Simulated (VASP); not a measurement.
Write the native input for VASP 6.6.1 that does the following.

- Task: single point
- Functional: r2SCAN
- Potentials or basis: VASP PAW PBE potentials, release 64 (Na_pv)
- Cutoff: 520 eV
- k mesh: 6 × 6 × 6
- Occupations: gaussian, width 0.1 eV
- Spin: no spin polarisation
- Dipole correction: no
- Further INCAR settings: ALGO = Normal; EDIFF = 1e-06; NBANDS = 38

Na:

```
CELL_PARAMETERS angstrom
-4.22764 4.22764 4.22764
4.22764 -4.22764 4.22764
4.22764 4.22764 -4.22764
ATOMIC_POSITIONS crystal
Na 0.50000 0.00000 0.49947
Na 0.49947 0.50000 0.00000
Na 0.00000 0.99947 0.50000
Na 0.99947 0.50000 0.00000
Na 0.00000 0.49947 0.50000
Na 0.50000 0.00000 0.99947
Na 0.50053 0.50053 0.50053
Na 0.00053 0.00053 0.00053
```

The input as run:

POSCAR

```
Na
1.0
   -4.2276426394      4.2276426394      4.2276426394
    4.2276426394     -4.2276426394      4.2276426394
    4.2276426394      4.2276426394     -4.2276426394
Na
8
Direct
    0.5000000000      0.0000000000      0.4994721634
    0.4994721634      0.5000000000      0.0000000000
    0.0000000000      0.9994721634      0.5000000000
    0.9994721634      0.5000000000      0.0000000000
    0.0000000000      0.4994721634      0.5000000000
    0.5000000000      0.0000000000      0.9994721634
    0.5005278366      0.5005278366      0.5005278366
    0.0005278366      0.0005278366      0.0005278366
```

INCAR.step1

```
  PREC = Accurate
  ENCUT = 520
  ISMEAR = 0
  SIGMA = 0.1
  LREAL = F
  LASPH = T
  NELM = 60
  NBANDS = 38
  GGA = PE
  ALGO = Normal
  EDIFF = 1E-4
  LWAVE = T
  LCHARG = F
```

INCAR.step2

```
  PREC = Accurate
  ENCUT = 520
  EDIFF = 1E-6
  ISMEAR = 0
  SIGMA = 0.1
  LREAL = F
  LASPH = T
  NELM = 60
  ALGO = Normal
  ISIF = 2
  LWAVE = F
  LCHARG = F
  METAGGA = R2SCAN
  LMIXTAU = T
  NBANDS = 38
  ISTART = 1
```

KPOINTS

```
Automatic mesh
0
Gamma
  6 6 6
```

Potentials or basis: VASP PAW PBE potentials, release 64 (Na_pv).

Run with:

```bash
$ cat potpaw_PBE.64/Na_pv/POTCAR > POTCAR
$ cp INCAR.step1 INCAR
$ mpirun -np 1 vasp_std > vasp.out
$ cp INCAR.step2 INCAR
$ mpirun -np 1 vasp_std > vasp.out
```

It gave:

```json
{
 "Pressure": "0.0 GPa",
 "Largest force": "0.019 eV/Å",
 "Band gap on the k mesh": "zero (bands 28 and 29 overlap by 1.89 eV)"
}
```

Caveat: the PAW data sets were made with another functional, which shifts forces and pressure a little.

Wall time 14 min on 1 thread of Intel(R) Xeon(R) Platinum 8259CL CPU @ 2.50GHz (Skylake/Cascade Lake), with other jobs on the host, peak memory 0.46 GiB.
